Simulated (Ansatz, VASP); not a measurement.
**Two plane-wave programs on Sc3PIr4**

```xyz
8
Lattice="3.4586 0.0000 0.0000 0.0000 3.4586 0.0000 0.0000 0.0000 12.8327" Properties=species:S:1:pos:R:3 pbc="T T T"
Sc    0.0000    0.0000    3.2001
Sc    0.0000    0.0000    6.4164
Sc    0.0000    0.0000    9.6327
P     0.0000    0.0000    0.0000
Ir    1.7293    1.7293    1.5121
Ir    1.7293    1.7293    4.7968
Ir    1.7293    1.7293    8.0359
Ir    1.7293    1.7293   11.3207
```

Change from the starting cell: species swapped into the Ca4Cd3Au type (P4/mmm, No. 123).

Alike in both runs: task relaxation of cell and atoms; functional PBE; k mesh 5 × 5 × 2; occupations gaussian, width 0.2 eV; no spin polarisation.

|  | VASP | Ansatz |
| --- | --- | --- |
| version | VASP 6.6.1 | Ansatz 0.2.0 |
| potentials or method | VASP PAW PBE potentials, release 64 (Sc_sv, P, Ir), cutoff 600 eV | scalar-relativistic, plane waves, PAW |
| valence electrons in the cell | 74 | 106 |

|  | VASP | Ansatz | Ansatz less VASP |
| --- | --- | --- | --- |
| gap on the k mesh at the Fermi level, each at its own relaxed structure (eV) | none | none | - |
| relaxed volume (Å³/atom) | 16.06 | 16.04 | -0.026 |
| relaxed length of the cell vector where the two differ most in proportion (Å) | 12.267 | 12.244 | -0.0234 |

A gap of «none» marks a metal or a gap that the smearing closes. VASP's potentials hold 74 valence electrons a cell and Ansatz's 106, so a difference there can come from the potentials and not from the codes.

The k mesh is coarse, so the values compare programs but aren't converged. Neither program's run includes spin-orbit coupling. Noted on VASP's run: the volume moved by over 15 % at a fixed basis, so the end points are rough.
